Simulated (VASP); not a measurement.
# MoS2: single point with PBE+D3(BJ)

Crystal: MoS2.

```
CELL_PARAMETERS angstrom
3.09535 0.00000 0.00000
-1.54767 2.68065 0.00000
0.00000 0.00000 6.87910
ATOMIC_POSITIONS crystal
Mo 0.00000 0.00000 0.00000
S 0.33333 0.66667 0.23579
S 0.33333 0.66667 0.76421
```

This cell differs from its parent crystal: atoms shifted along a free coordinate, c/a of the conventional cell at fixed volume 2.2224.

- Program: VASP 6.6.1
- Task: single point
- Functional: PBE
- Dispersion: D3(BJ)
- Potentials or basis: VASP PAW PBE potentials, release 64 (Mo_sv, S)
- Cutoff: 500 eV
- k mesh: 12 × 12 × 4
- Occupations: gaussian, width 0.05 eV
- Spin: no spin polarisation
- Dipole correction: no
- Further INCAR settings: ALGO = Normal; EDIFF = 1e-06; NBANDS = 20

```json
{
 "Pressure": "-0.6 GPa",
 "Largest force": "0.638 eV/Å",
 "Band gap on the k mesh": "1.38 eV (least direct gap 2.04 eV)",
 "Dispersion energy per atom": "-0.399 eV"
}
```

Forces on the atoms (eV/Å):
```
Mo   0.000  0.000  0.000
S    0.000  0.000 -0.638
S    0.000  0.000  0.638
```

Stress tensor (GPa, compression positive):
```
 2.43  0.00  0.00
 0.00  2.43  0.00
 0.00  0.00 -6.71
```

Levels at points of the mesh, in eV from the valence-band top:
```csv
k point,band 11,band 12,band 13,band 14,band 15,band 16
"(0.00, 0.00, 0.00)",-1.21,-1.21,-0.88,2.92,2.92,2.96
"(0.50, 0.00, 0.00)",-1.96,-0.97,-0.76,2.53,2.74,4.09
"(0.00, 0.00, 0.50)",-1.22,-1.22,-0.07,2.86,2.86,3.02
"(0.50, 0.00, 0.50)",-2.62,-0.70,-0.60,2.54,2.98,3.49
```

It took 88 s on 1 thread of Intel Xeon 8259CL (shared host), peak memory 0.22 GiB.

 A k mesh can miss the band edges.
